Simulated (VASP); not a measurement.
# B11N12 (a cell with a defect) in VASP: a series of runs, part 2 of 2

VASP 6.6.1. Earlier steps stand in the parts before.

## 3. Single point, PBEsol (atoms taken out, then relaxed in part)

INCAR

```
  PREC = Accurate
  ENCUT = 520
  EDIFF = 1E-6
  ISMEAR = 0
  SIGMA = 0.05
  LREAL = Auto
  LASPH = T
  NELM = 100
  ALGO = Normal
  ISIF = 2
  LWAVE = F
  LCHARG = T
  GGA = PS
  LELF = T
  LVHAR = T
  NBANDS = 64
```

KPOINTS

```
regular mesh
0
Gamma
  4 4 4
```

POSCAR

```
B11N12
1.0
   -3.7562920096      3.6144936715     -3.4815292169
    3.7562920096      3.6144936715     -3.4815292169
    0.0000000000     -1.4457974686     -6.9630584338
B N
11 12
Direct
    0.5821641983      0.9154975316      0.2513124518
    0.8359395274      0.1692728607      0.4968612177
    0.4972080461      0.4959402216      0.5046175165
    0.2497801929      0.2485637511      0.2497221833
   -0.0013599784      0.0031654068      0.0002519564
    0.7545715729      0.7539165026      0.7466834281
    0.6698320734      0.3319733549      0.0002519564
    0.4205831693      0.0879049062      0.7466834281
    0.9152304178      0.5831135262      0.2497221833
    0.3322527305      0.6655860638      0.0012007794
    0.1626068883      0.8305413794      0.5046175165
    0.3331608098     -0.0016458542      0.3344530202
    0.7489507888      0.0822841221      0.0850468339
    0.0012878706      0.3346212040      0.3297112503
    0.6650208125      0.6664941432      0.3344530202
    0.4164419803      0.4162128251      0.0844620505
    0.1773685008      0.1484919022      0.8397630065
    0.9165708412      0.9212920022      0.5812062449
    0.8151585689      0.5107018341      0.8397630065
    0.5879586688      0.2499041746      0.5812062449
    0.0828794917      0.7497753137      0.0844620505
    0.4986561799      0.8319895133      0.8358151787
    0.2570102386      0.5903435719      0.5807680939
```

Potentials or basis: VASP PAW PBE potentials, release 64 (B, N).

On the command line:

```
$ cat potpaw_PBE.64/B/POTCAR potpaw_PBE.64/N/POTCAR > POTCAR
$ mpirun -np 1 vasp_std > vasp.out
```

OUTCAR:

```text
PREC = Accurate
   ENCUT = 520
   EDIFF = 1E-6
   ISMEAR = 0
   LREAL = Auto
   LASPH = T
   NELM = 100
   ISIF = 2
   GGA = PS

 ion  position               nearest neighbor table
   1  0.582  0.915  0.251-  15 1.44  12 1.44  13 1.45
   2  0.836  0.169  0.497-  18 1.43  20 1.43  14 1.44
   3  0.497  0.496  0.505-  23 1.41  20 1.43  15 1.47
   4  0.250  0.249  0.250-  14 1.44  16 1.45  12 1.45
   5  0.999  0.003  0.000-  17 1.41  13 1.44  21 1.46
   6  0.755  0.754  0.747-  19 1.39  18 1.43  22 1.47
[... 8 lines left out ...]
  15  0.665  0.666  0.334-   1 1.44   9 1.45   3 1.47
  16  0.416  0.416  0.084-  10 1.44   4 1.45   7 1.46
  17  0.177  0.148  0.840-   8 1.39   5 1.41
  18  0.917  0.921  0.581-   6 1.43   2 1.43  11 1.43
  19  0.815  0.511  0.840-   6 1.39   7 1.41
  20  0.588  0.250  0.581-   8 1.43   2 1.43   3 1.43
  21  0.083  0.750  0.084-  10 1.44   9 1.45   5 1.46
  22  0.499  0.832  0.836-  10 1.44   8 1.47   6 1.47
  23  0.257  0.590  0.581-   3 1.41  11 1.41

  LATTYP: Found a base centered monoclinic cell.
 ALAT       =    10.0370533902
 B/A-ratio  =     0.7484850112
[... 231 lines left out ...]
 fundamental gap:      0.0119727570
 Fermi energy:         1.4530211375

 k-point     1 :       0.0000    0.0000    0.0000
  band No.  band energies     occupation
      1     -16.3240      2.00000
      2     -15.0931      2.00000
      3     -15.0397      2.00000
      4     -14.6750      2.00000
      5     -14.4366      2.00000
      6     -14.0187      2.00000
[... 1453 lines left out ...]
     57       9.2129      0.00000
     58       9.3714      0.00000
 [bands above 58 left out]

------------------------ aborting loop because EDIFF is reached ----------------------------------------

  FORCE on cell =-STRESS in cart. coord.  units (eV):
  Direction    XX          YY          ZZ          XY          YZ          ZX
  --------------------------------------------------------------------------------------
  -------------------------------------------------------------------------------------
  Total        2.8339101      0.3345292     -0.2658793      0.0000000      0.0140900      0.0000000
  in kB       20.0114497      2.3622533     -1.8774873      0.0000000      0.0994956      0.0000000
  external PRESSURE =       6.8320719 kB  Pullay stress =       0.0000000 kB

 VOLUME and BASIS-vectors are now :
 -----------------------------------------------------------------------------
  energy-cutoff  :      520.00
  volume of cell :      226.89
      direct lattice vectors                 reciprocal lattice vectors
    -3.756292010  3.614493672 -3.481529217    -0.133109992  0.115276635 -0.023935842
     3.756292010  3.614493672 -3.481529217     0.133109992  0.115276635 -0.023935842
     0.000000000 -1.445797469 -6.963058434     0.000000000 -0.115276635 -0.119679210

 POSITION                                       TOTAL-FORCE (eV/Angst)
 -----------------------------------------------------------------------------------
      1.25210      5.04994     -6.96406        -0.000000      0.001995      0.002178
     -2.50419      2.91497     -6.95935        -0.000000     -0.003827     -0.000964
     -0.00476      2.86015     -6.97136        -0.011078     -0.005509      0.000428
     -0.00457      1.44021     -3.47383         0.000553     -0.001703     -0.000022
     -3.73929      3.62066     -3.48957         0.014350     -0.006139     -0.002815
     -0.00246      4.37287    -10.45105        -0.002803      0.014228     -0.000335
[... 15 lines left out ...]
      1.25210      3.60119    -10.45251        -0.000000     -0.001706      0.001131
      1.25210      2.22308     -6.99401        -0.000000     -0.024648     -0.006553
 -----------------------------------------------------------------------------------
    total drift:                                0.000000     -0.002563     -0.000425

  FREE ENERGIE OF THE ION-ELECTRON SYSTEM (eV)
  ---------------------------------------------------
  free  energy   TOTEN  =      -202.0273813868 eV

  energy  without entropy=     -202.0139053110  energy(sigma->0) =     -202.02064335
```

OSZICAR:

```text
N       E                     dE             d eps       ncg     rms          rms(c)
DAV:   1     0.459472658800E+03    0.45947E+03   -0.47083E+04  3072   0.134E+03
DAV:   2    -0.177561610831E+03   -0.63703E+03   -0.60810E+03  3856   0.311E+02
DAV:   3    -0.219048356728E+03   -0.41487E+02   -0.41012E+02  3672   0.820E+01
DAV:   4    -0.219821611459E+03   -0.77325E+00   -0.77166E+00  3800   0.119E+01
DAV:   5    -0.219836940820E+03   -0.15329E-01   -0.15323E-01  3632   0.161E+00    0.257E+01
DAV:   6    -0.204422779776E+03    0.15414E+02   -0.43134E+01  3536   0.231E+01    0.127E+01
DAV:   7    -0.203579510396E+03    0.84327E+00   -0.14843E+01  3920   0.120E+01    0.109E+01
DAV:   8    -0.202547076109E+03    0.10324E+01   -0.13997E+01  3896   0.714E+00    0.726E+00
DAV:   9    -0.202052869320E+03    0.49421E+00   -0.16699E+00  3648   0.487E+00    0.341E+00
DAV:  10    -0.202053317926E+03   -0.44861E-03   -0.42673E-01  3600   0.271E+00    0.162E+00
DAV:  11    -0.202033992216E+03    0.19326E-01   -0.11515E-01  3648   0.199E+00    0.894E-01
DAV:  12    -0.202030518799E+03    0.34734E-02   -0.33652E-02  3504   0.772E-01    0.534E-01
DAV:  13    -0.202026927501E+03    0.35913E-02   -0.40766E-03  3656   0.391E-01    0.140E-01
DAV:  14    -0.202027340644E+03   -0.41314E-03   -0.32502E-03  3528   0.248E-01    0.903E-02
DAV:  15    -0.202027381726E+03   -0.41082E-04   -0.11406E-04  3600   0.576E-02    0.721E-02
DAV:  16    -0.202027374266E+03    0.74595E-05   -0.72034E-05  3568   0.392E-02    0.309E-02
DAV:  17    -0.202027380950E+03   -0.66831E-05   -0.34112E-05  3480   0.248E-02    0.763E-03
DAV:  18    -0.202027381387E+03   -0.43725E-06   -0.17090E-06  2704   0.661E-03
   1 F= -.20202738E+03 E0= -.20202064E+03  d E =-.134761E-01
```

It took 7.5 min on 1 thread of AMD EPYC 9R45 (Zen 5), shared host; peak memory 0.42 GiB.

Results:

```
Free energy            : -202.0274 eV
Pressure               : 0.7 GPa
Largest force          : 0.026 eV/Å
Band gap on the k mesh : zero (an odd number of electrons rules out a gap without spin polarisation)
```

Forces on the atoms (eV/Å):
```
B    0.000  0.002  0.002
B    0.000 -0.004 -0.001
B   -0.011 -0.006  0.000
B    0.001 -0.002  0.000
B    0.014 -0.006 -0.003
B   -0.003  0.014  0.000
B   -0.014 -0.006 -0.003
B    0.003  0.014  0.000
B   -0.001 -0.002  0.000
B    0.000  0.004 -0.001
B    0.011 -0.006  0.000
N    0.000  0.000 -0.001
N    0.000  0.008  0.001
N    0.000  0.001  0.000
N    0.000  0.000 -0.001
N    0.001  0.001  0.002
N    0.019  0.012  0.003
N   -0.001 -0.007  0.001
N   -0.019  0.012  0.003
N    0.001 -0.007  0.001
N   -0.001  0.001  0.002
N    0.000 -0.002  0.001
N    0.000 -0.025 -0.007
```

Stress tensor (GPa, compression positive):
```
 2.00  0.00  0.00
 0.00  0.24  0.01
 0.00  0.01 -0.19
```

Caveat: the cell differs from its parent crystal (atoms taken out, then relaxed in part); the PAW data sets were made with another functional, which shifts forces and pressure a little; an odd number of electrons without spin polarisation forces a metal; a magnetic or distorted state may lie lower.
